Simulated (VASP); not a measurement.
Write the native input for VASP 6.6.1 that does the following.

| Quantity | Value |
| --- | --- |
| Task | single point |
| Functional | PBE |
| Potentials or basis | VASP PAW PBE potentials, release 64 (N, B) |
| Cutoff | 600 eV |
| k mesh | 8 × 8 × 8 |
| Occupations | gaussian, width 0.01 eV |
| Spin | no spin polarisation |
| Dipole correction | no |
| Further INCAR settings | ALGO = Normal; EDIFF = 1e-06; NBANDS = 11 |

The structure of BN lies in POSCAR:

```
BN
1.0
    0.0000000000      1.8130010000      1.8130010000
    1.8130010000      0.0000000000      1.8130010000
    1.8130010000      1.8130010000      0.0000000000
N B
1 1
Direct
    0.2500000000      0.2500000000      0.2500000000
    0.0000000000      0.0000000000      0.0000000000
```

One way to write it, as run:

INCAR

```
  PREC = Accurate
  ENCUT = 600
  EDIFF = 1E-6
  ISMEAR = 0
  SIGMA = 0.01
  LREAL = False
  LASPH = True
  NELM = 120
  ALGO = Normal
  ISIF = 2
  LWAVE = False
  LCHARG = True
  GGA = PE
  LELF = True
  LVHAR = True
  NBANDS = 11
  GGA_COMPAT = False
```

KPOINTS

```
Automatic mesh
0
Gamma
  8 8 8
```

Potentials or basis: VASP PAW PBE potentials, release 64 (N, B).

Launch:

```console
$ cat potpaw_PBE.64/N/POTCAR potpaw_PBE.64/B/POTCAR > POTCAR
$ mpirun -np 1 vasp_std > vasp.out
```

Results of the run:

```json
{"Pressure": "-0.4 GPa", "Band gap on the k mesh": "4.45 eV, indirect (least direct gap 8.78 eV)"}
```

It took 7.5 s on 1 thread of Intel Xeon 8259CL, with other jobs on the host, peak memory 0.12 GiB.
